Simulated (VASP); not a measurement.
# BeZnF4 (F-43m) in VASP: further runs

The runs below take BeZnF4 through single point, relaxation of cell and atoms, with PBE.

All numbers are computed with VASP 6.6.1; they aren't measurements. Logs are shortened: lines on timing, memory, paths and dates and some standing lists are left out, and cuts for length are marked.

**1. The cell of the first run**

Symmetry: F-43m, No. 216, cubic system. Conventional cell: a = 8.031 Å, b = 8.031 Å, c = 8.031 Å, α = 90.00°, β = 90.00°, γ = 90.00°. Within 2.1 Å of Be (site symmetry -43m) lie 4 F at 1.56 Å. Within 2.5 Å of Zn (site symmetry -43m) lie 4 F at 1.92 Å. Within 2.1 Å of F (site symmetry 3m) lie 1 Be at 1.56 Å and 1 Zn at 1.92 Å.

The cell was generated, and may not be a known phase.

**2. Single point, PBE**

INCAR

```
PREC = Accurate ; ENCUT = 520
EDIFF = 1E-7 ; ISMEAR = 0
SIGMA = 0.02 ; LREAL = False
LASPH = True ; NELM = 100
ALGO = Normal ; ISIF = 2
LWAVE = False ; LCHARG = False
GGA = PE ; NBANDS = 30
```

KPOINTS

```
regular mesh
0
Gamma
  6 6 6
```

POSCAR

```
BeZnF4
1.0
    0.0000000000      4.0157261419      4.0157261419
    4.0157261419      0.0000000000      4.0157261419
    4.0157261419      4.0157261419      0.0000000000
Be Zn F
1 1 4
Direct
    0.7500000000      0.7500000000      0.7500000000
    0.5000000000      0.5000000000      0.5000000000
    0.0869956261      0.6376681246      0.6376681246
    0.6376681246      0.0869956261      0.6376681246
    0.6376681246      0.6376681246      0.0869956261
    0.6376681246      0.6376681246      0.6376681246
```

Potentials or basis: VASP PAW PBE potentials, release 64 (Be, Zn, F).

Started as:

```console
$ cat potpaw_PBE.64/Be/POTCAR potpaw_PBE.64/Zn/POTCAR potpaw_PBE.64/F/POTCAR > POTCAR
$ mpirun -np 1 vasp_std > vasp.out
```

OUTCAR:

```text
PREC = Accurate
   ENCUT = 520
   EDIFF = 1E-7
   ISMEAR = 0
   LREAL = False
   LASPH = True
   NELM = 100
   ISIF = 2
   GGA = PE

 ion  position               nearest neighbor table
   1  0.750  0.750  0.750-   3 1.56   4 1.56   5 1.56   6 1.56
   2  0.500  0.500  0.500-   6 1.92   4 1.92   5 1.92   3 1.92
   3  0.087  0.638  0.638-   1 1.56   2 1.92
   4  0.638  0.087  0.638-   1 1.56   2 1.92
   5  0.638  0.638  0.087-   1 1.56   2 1.92
   6  0.638  0.638  0.638-   1 1.56   2 1.92

  LATTYP: Found a face centered cubic cell.
 ALAT       =     8.0314522838

  Lattice vectors:

 A1 = (   0.0000000000,   4.0157261419,   4.0157261419)
 A2 = (   4.0157261419,   0.0000000000,   4.0157261419)
 A3 = (   4.0157261419,   4.0157261419,   0.0000000000)

Analysis of symmetry for initial positions (statically):
=====================================================================
 Subroutine PRICEL returns:
 Original cell was already a primitive cell.

 Routine SETGRP: Setting up the symmetry group for a
 face centered cubic supercell.

 Subroutine GETGRP returns: Found 24 space group operations
 (whereof 24 operations were pure point group operations)
 out of a pool of 48 trial point group operations.

The static configuration has the point symmetry T_d .

Analysis of symmetry for dynamics (positions and initial velocities):
=====================================================================
 Subroutine PRICEL returns:
 Original cell was already a primitive cell.

 Routine SETGRP: Setting up the symmetry group for a
 face centered cubic supercell.

 Subroutine GETGRP returns: Found 24 space group operations
 (whereof 24 operations were pure point group operations)
 out of a pool of 48 trial point group operations.

The dynamic configuration has the point symmetry T_d .

 Subroutine INISYM returns: Found 24 space group operations
 (whereof 24 operations are pure point group operations),
 and found     1 'primitive' translations

----------------------------------------------------------------------------------------

                                     Primitive cell

  volume of cell :     129.5157

  direct lattice vectors                    reciprocal lattice vectors
     0.000000000  4.015726142  4.015726142    -0.124510483  0.124510483  0.124510483
     4.015726142  0.000000000  4.015726142     0.124510483 -0.124510483  0.124510483
     4.015726142  4.015726142  0.000000000     0.124510483  0.124510483 -0.124510483

  length of vectors
     5.679094373  5.679094373  5.679094373     0.215658482  0.215658482  0.215658482

  position of ions in fractional coordinates (direct lattice)
     0.750000000  0.750000000  0.750000000
     0.500000000  0.500000000  0.500000000
     0.086995626  0.637668125  0.637668125
     0.637668125  0.086995626  0.637668125
     0.637668125  0.637668125  0.086995626
     0.637668125  0.637668125  0.637668125

  ion indices of the primitive-cell ions
   primitive index   ion index
                 1           1
                 2           2
                 3           3
                 4           4
                 5           5
                 6           6

----------------------------------------------------------------------------------------

 KPOINTS: regular mesh

Automatic generation of k-mesh.
 Grid dimensions read from file:
 generate k-points for:    6    6    6

 Generating k-lattice:

  Cartesian coordinates                     Fractional coordinates (reciprocal lattice)
    -0.020751747  0.020751747  0.020751747     0.166666667  0.000000000  0.000000000
     0.020751747 -0.020751747  0.020751747     0.000000000  0.166666667  0.000000000
     0.020751747  0.020751747 -0.020751747     0.000000000  0.000000000  0.166666667

  Length of vectors
     0.035943080  0.035943080  0.035943080

  Shift w.r.t. Gamma in fractional coordinates (k-lattice)
     0.000000000  0.000000000  0.000000000

 Subroutine IBZKPT returns following result:
 ===========================================

 Found     16 irreducible k-points:

 Following reciprocal coordinates:
            Coordinates               Weight
  0.000000  0.000000  0.000000      1.000000
  0.166667  0.000000  0.000000      8.000000
  0.333333  0.000000  0.000000      8.000000
  0.500000  0.000000  0.000000      4.000000
  0.166667  0.166667  0.000000      6.000000
  0.333333  0.166667  0.000000     24.000000
[... 8 lines left out ...]
 -0.333333  0.333333  0.166667     24.000000
 -0.333333  0.500000  0.166667     12.000000
   k-points           NKPTS =     16   k-points in BZ     NKDIM =     16   number of bands    NBANDS=     30
   number of dos      NEDOS =    301   number of ions     NIONS =      6
   total plane-waves  NPLWV =  74088
   dimension x,y,z NGX =    42 NGY =   42 NGZ =   42
   dimension x,y,z NGXF=    84 NGYF=   84 NGZF=   84
   ions per type =               1   1   4
   NGX,Y,Z   is equivalent  to a cutoff of  12.29, 12.29, 12.29 a.u.
   NGXF,Y,Z  is equivalent  to a cutoff of  24.59, 24.59, 24.59 a.u.
 SYSTEM =  unknown system
   PREC   = accura    normal or accurate (medium, high low for compatibility)
   ISTART =      0    job   : 0-new  1-cont  2-samecut
   ICHARG =      2    charge: 1-file 2-atom 10-const
   ISPIN  =      1    spin polarized calculation?
   LNONCOLLINEAR =      F non collinear calculations
   LSORBIT =      F    spin-orbit coupling
   LASPH  =      T    aspherical Exc in radial PAW
   ENCUT  =  520.0 eV  38.22 Ry    6.18 a.u.  10.56 10.56 10.56*2*pi/ulx,y,z
   NELM   =    100;   NELMIN=  2; NELMDL= -5     # of ELM steps
   EDIFF  = 0.1E-06   stopping-criterion for ELM
   LREAL  =      F    real-space projection
   EDIFFG = 0.1E-05   stopping-criterion for IOM
   NSW    =      0    number of steps for IOM
   IBRION =     -1    ionic relax: 0-MD 1-quasi-New 2-CG
   NFREE  =      0    steps in history (QN), initial steepest desc. (CG)
   ISIF   =      2    stress and relaxation
   ISYM   =      2    0-nonsym 1-usesym 2-fastsym
   POTIM  = 0.5000    time-step for ionic-motion
   TEBEG  =    0.0;   TEEND  =   0.0 temperature during run
   PSTRESS=    0.0 pullay stress
   NELECT =      42.0000    total number of electrons
   NUPDOWN=      -1.0000    fix difference up-down
   EMIN   =  10.00;   EMAX   =-10.00  energy-range for DOS
   EFERMI =   0.00;   METHOD = LEGACY
   ISMEAR =     0;   SIGMA  =   0.02  broadening in eV -4-tet -1-fermi 0-gaus
   EFERMI_NEDOS =   21; number of points for ismear=-14 and -15
   IALGO  =     38    algorithm
   IMIX   =      4    mixing-type and parameters
     AMIX     =   0.40;   BMIX     =  1.00
     AMIX_MAG =   1.60;   BMIX_MAG =  1.00
  volume/ion in A,a.u.               =      21.59       145.67
  Fermi-wavevector in a.u.,A,eV,Ry     =   1.124736  2.125442 17.211786  1.265031
  Thomas-Fermi vector in A             =   2.261409
   LORBIT       =      0    0 simple, 1 ext, 2 COOP (PROOUT), +10 PAW based schemes
   GGA     = PE    functional components
   LHFCALC =     F    Hartree Fock is set to
   AEXX    =    0.0000 exact exchange contribution
   IVDW    =     0    specifies the selected vdW correction
   LEPSILON=     F    determine dielectric tensor
   LRPA    =     F    only Hartree local field effects (RPA)
 non-spin polarized calculation
 Gauss-broadening in eV      SIGMA  =   0.02
  energy-cutoff  :      520.00
  volume of cell :      129.52
 maximum number of plane-waves:      3515
   NGX = 21   NGY = 21   NGZ = 21

 number of electron      42.0000024 magnetization

 Free energy of the ion-electron system (eV)
  ---------------------------------------------------
  ext. energy  EPLUGINS =         0.00000000
  ---------------------------------------------------
  free energy    TOTEN  =       -28.43061155 eV

  energy without entropy =      -28.43061155  energy(sigma->0) =      -28.43061155

 E-fermi :  -5.4312     XC(G=0):  -6.2297

 val. band max:       -5.5764817320   @ k =  -0.3333   0.1667   0.0000
 cond. band min:       0.2708529852   @ k =   0.0000   0.0000   0.0000
 fundamental gap:      5.8473347171
 Fermi energy:        -5.4312374735

 k-point     1 :       0.0000    0.0000    0.0000
  band No.  band energies     occupation
      1     -26.1311      2.00000
      2     -25.5983      2.00000
      3     -25.5983      2.00000
      4     -25.5983      2.00000
      5     -10.4760      2.00000
      6      -9.4347      2.00000
[... 22 lines left out ...]
     29       7.7077      0.00000
     30       8.7269      0.00000

 k-point     2 :       0.1667    0.0000    0.0000
  band No.  band energies     occupation
      1     -26.1149      2.00000
      2     -25.6169      2.00000
      3     -25.5987      2.00000
      4     -25.5987      2.00000
      5     -10.4282      2.00000
      6      -9.4723      2.00000
[... 22 lines left out ...]
     29       7.7177      0.00000
     30       8.9384      0.00000

 k-point     3 :       0.3333    0.0000    0.0000
  band No.  band energies     occupation
      1     -26.0785      2.00000
      2     -25.6574      2.00000
      3     -25.5989      2.00000
      4     -25.5989      2.00000
      5     -10.3216      2.00000
      6      -9.5565      2.00000
[... 22 lines left out ...]
     29       7.6652      0.00000
     30       9.5982      0.00000

 k-point     4 :       0.5000    0.0000    0.0000
  band No.  band energies     occupation
      1     -26.0576      2.00000
      2     -25.6807      2.00000
      3     -25.5991      2.00000
      4     -25.5991      2.00000
      5     -10.2600      2.00000
      6      -9.6060      2.00000
[... 352 lines left out ...]
     29       8.7206      0.00000
     30       8.8983      0.00000

 k-point    15 :      -0.3333    0.3333    0.1667
  band No.  band energies     occupation
      1     -26.0337      2.00000
      2     -25.7058      2.00000
      3     -25.5998      2.00000
      4     -25.5996      2.00000
      5     -10.1956      2.00000
      6      -9.6011      2.00000
[... 22 lines left out ...]
     29       8.8825      0.00000
     30       9.3946      0.00000

 k-point    16 :      -0.3333    0.5000    0.1667
  band No.  band energies     occupation
      1     -26.0248      2.00000
      2     -25.7150      2.00000
      3     -25.5997      2.00000
      4     -25.5996      2.00000
      5     -10.1719      2.00000
      6      -9.6136      2.00000
[... 22 lines left out ...]
     29       9.0927      0.00000
     30       9.9757      0.00000

------------------------ aborting loop because EDIFF is reached ----------------------------------------

  FORCE on cell =-STRESS in cart. coord.  units (eV):
  Direction    XX          YY          ZZ          XY          YZ          ZX
  --------------------------------------------------------------------------------------
  -------------------------------------------------------------------------------------
  Total        0.0952660      0.0952660      0.0952660      0.0000000      0.0000000      0.0000000
  in kB        1.1784905      1.1784905      1.1784905      0.0000000      0.0000000      0.0000000
  external PRESSURE =       1.1784905 kB  Pullay stress =       0.0000000 kB

 VOLUME and BASIS-vectors are now :
 -----------------------------------------------------------------------------
  energy-cutoff  :      520.00
  volume of cell :      129.52
      direct lattice vectors                 reciprocal lattice vectors
     0.000000000  4.015726142  4.015726142    -0.124510483  0.124510483  0.124510483
     4.015726142  0.000000000  4.015726142     0.124510483 -0.124510483  0.124510483
     4.015726142  4.015726142  0.000000000     0.124510483  0.124510483 -0.124510483

 POSITION                                       TOTAL-FORCE (eV/Angst)
 -----------------------------------------------------------------------------------
      6.02359      6.02359      6.02359        -0.000000      0.000000      0.000000
      4.01573      4.01573      4.01573         0.000000      0.000000      0.000000
      5.12140      2.91005      2.91005         0.035048     -0.035048     -0.035048
      2.91005      5.12140      2.91005        -0.035048      0.035048     -0.035048
      2.91005      2.91005      5.12140        -0.035048     -0.035048      0.035048
      5.12140      5.12140      5.12140         0.035048      0.035048      0.035048
 -----------------------------------------------------------------------------------
    total drift:                                0.000003      0.000003      0.000003

  FREE ENERGIE OF THE ION-ELECTRON SYSTEM (eV)
  ---------------------------------------------------
  free  energy   TOTEN  =       -28.4306115460 eV

  energy  without entropy=      -28.4306115460  energy(sigma->0) =      -28.43061155
```

Wall time 3 min (1 thread of AMD EPYC 7R43 (Zen 3), shared host); peak memory 0.24 GiB.

Results:

```yaml
Free_energy: -28.4306 eV
Pressure: 0.1 GPa
Largest_force: 0.061 eV/Å
Band_gap_on_the_k_mesh: 5.85 eV (least direct gap 5.90 eV)
```

Forces in eV/Å, atoms in the order of the input:
```
Be   0.000  0.000  0.000
Zn   0.000  0.000  0.000
F    0.035 -0.035 -0.035
F   -0.035  0.035 -0.035
F   -0.035 -0.035  0.035
F    0.035  0.035  0.035
```

A k mesh can miss the band edges.

**3. Relaxation of cell and atoms, PBE**

INCAR

```
SYSTEM = BeZnF4
ALGO     = Normal         ! electronic algorithm
EDIFF    = 1E-7           ! SCF threshold, eV
EDIFFG   = -0.001         ! ionic threshold
ENCUT    = 600            ! plane-wave cutoff, eV
GGA      = PE             ! functional
IBRION   = 2              ! ionic algorithm
ISIF     = 3              ! what is computed and relaxed
ISMEAR   = 0              ! smearing method
LASPH    = .TRUE.         ! aspherical terms in the spheres
LCHARG   = .FALSE.        ! write CHGCAR
LREAL    = .FALSE.        ! projectors in reciprocal space
LWAVE    = .FALSE.        ! write WAVECAR
NELM     = 80             ! most SCF steps
NSW      = 80             ! ionic steps
PREC     = Accurate       ! precision mode
SIGMA    = 0.01           ! smearing width, eV
```

KPOINTS

```
k-points
0
G
  6 6 6
  0 0 0
```

POSCAR is that of step 2.

Potentials or basis: VASP PAW PBE potentials, release 64 (Be, Zn, F).

Started as:

```console
$ cat potpaw_PBE.64/Be/POTCAR potpaw_PBE.64/Zn/POTCAR potpaw_PBE.64/F/POTCAR > POTCAR
$ mpirun -np 1 vasp_std > vasp.out
```

Wall time 10 min (1 thread of AMD EPYC 7R43 (Zen 3), shared host); peak memory 0.33 GiB.

It converged, with:

```
Free energy                           : -28.4394 eV
Relaxed volume                        : 21.60 Å³/atom
Relaxed cell                          : a = 5.680 Å, b = 5.680 Å, c = 5.680 Å, α = 60.00°, β = 60.00°, γ = 60.00°
Space group after relaxing (to 0.1 Å) : F-43m (No. 216)
Energy gained by relaxing             : 0.0 meV/atom
Ionic steps                           : 7
Pressure after relaxing               : 0.0 GPa
Band gap on the k mesh                : 5.84 eV (least direct gap 5.90 eV)
```

Step by step:
| step | energy change (eV) | largest force (eV/Å) | pressure (GPa) | volume (Å³) |
| --- | --- | --- | --- | --- |
| 1 | 0.0000 | 0.0620 | 0.02 | 129.52 |
| 2 | -0.0002 | 0.0318 | 0.01 | 129.57 |
| 3 | -0.0002 | 0.0009 | 0.03 | 129.55 |
| 4 | -0.0003 | 0.0011 | -0.01 | 129.63 |
| 5 | -0.0003 | 0.0010 | 0.00 | 129.61 |
| 6 | -0.0003 | 0.0011 | 0.01 | 129.60 |
| 7 | -0.0003 | 0.0009 | 0.00 | 129.61 |

Final structure:
```cif
data_structure
_symmetry_space_group_name_H-M 'P 1'
_symmetry_Int_Tables_number 1
_cell_length_a 5.6804
_cell_length_b 5.6804
_cell_length_c 5.6804
_cell_angle_alpha 60.000
_cell_angle_beta 60.000
_cell_angle_gamma 60.000
_cell_volume 129.61
loop_
_atom_site_label
_atom_site_type_symbol
_atom_site_fract_x
_atom_site_fract_y
_atom_site_fract_z
_atom_site_occupancy
Be1 Be 0.75000 0.75000 0.75000 1
Zn1 Zn 0.50000 0.50000 0.50000 1
F1 F 0.08656 0.63781 0.63781 1
F2 F 0.63781 0.08656 0.63781 1
F3 F 0.63781 0.63781 0.08656 1
F4 F 0.63781 0.63781 0.63781 1
```

Levels at points of the mesh, in eV from the valence-band top:
```tsv
k point	band 18	band 19	band 20	band 21	band 22	band 23	band 24	band 25
(0.00, 0.00, 0.00)	-0.23	-0.06	-0.06	-0.06	5.84	10.30	11.79	11.79
(0.50, 0.00, 0.00)	-0.40	-0.23	-0.01	-0.01	7.07	8.75	11.16	11.70
(0.50, 0.50, 0.00)	-0.71	-0.06	-0.06	-0.05	7.48	9.07	10.44	11.12
```
